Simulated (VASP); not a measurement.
Crystal: Tc.

```
Tc
1.0
     0.00000    2.65000    2.65000
     2.65000    0.00000    2.65000
     2.65000    2.65000    0.00000
Tc
2
Direct
  0.00000 0.00000 0.00000
  0.25000 0.25000 0.25000
```

* Program: VASP 6.6.1
* Task: relaxation of cell and atoms
* Functional: PBEsol
* Potentials or basis: VASP PAW PBE potentials, release 64 (Tc_pv)
* Cutoff: 600 eV
* k mesh: 7 × 7 × 7
* Occupations: fermi-dirac, width 0.05 eV
* Spin: no spin polarisation

At the start: pressure 20.0 GPa; volume 18.61 Å³/atom.

Q: How do energy, volume and symmetry change on relaxing?

A: Over 4 steps the energy falls by 108.5 meV/atom and the volume is 20.52 Å³/atom (+10.3 %); space group Fd-3m (No. 227, to 0.05 Å).

Step by step:
```tsv
step	energy change (eV)	largest force (eV/Å)	pressure (GPa)	volume (Å³)
1	0.0000	0.0000	19.97	37.22
2	0.6714	0.0000	-22.97	51.16
3	-0.2157	0.0000	-1.25	41.32
4	-0.2170	0.0000	-0.17	41.04
```

Final structure:
```
Tc
1.0
     0.00000    2.73781    2.73781
     2.73781    0.00000    2.73781
     2.73781    2.73781    0.00000
Tc
2
Direct
  0.00000 0.00000 0.00000
  0.25000 0.25000 0.25000
```

Caveat: the PAW data sets were made with another functional, which shifts forces and pressure a little.
